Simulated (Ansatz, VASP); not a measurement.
## One calculation of Se, two programs

```xyz
3
Lattice="4.5204 0.0000 0.0000 -2.2602 3.9148 0.0000 0.0000 0.0000 5.0453" Properties=species:S:1:pos:R:3 pbc="T T T"
Se    0.9896    0.0000    1.6818
Se    4.0256    0.8570    3.3635
Se    1.7654    3.0577    0.0000
```

Alike in both runs: task single point; functional PBE; k mesh 8 × 8 × 6; no spin polarisation.

|  | VASP | Ansatz |
| --- | --- | --- |
| version | VASP 6.6.1 | Ansatz 0.2.0 |
| potentials or method | VASP PAW PBE potentials, release 64 (Se), cutoff 520 eV | plane waves (420 eV) with PAW, scalar-relativistic |
| occupations | methfessel-paxton of order 1, width 0.1 eV | cold, width 0.1 eV |
| valence electrons in the cell | 18 | 48 |

```csv
,VASP,Ansatz,Ansatz less VASP
gap on the k mesh at the Fermi level (eV),1.13,1.14,+0.010
pressure (GPa),0.1,0.0,-0.10
```

VASP's potentials hold 18 valence electrons a cell and Ansatz's 48, so a difference there can come from the potentials and not from the codes.
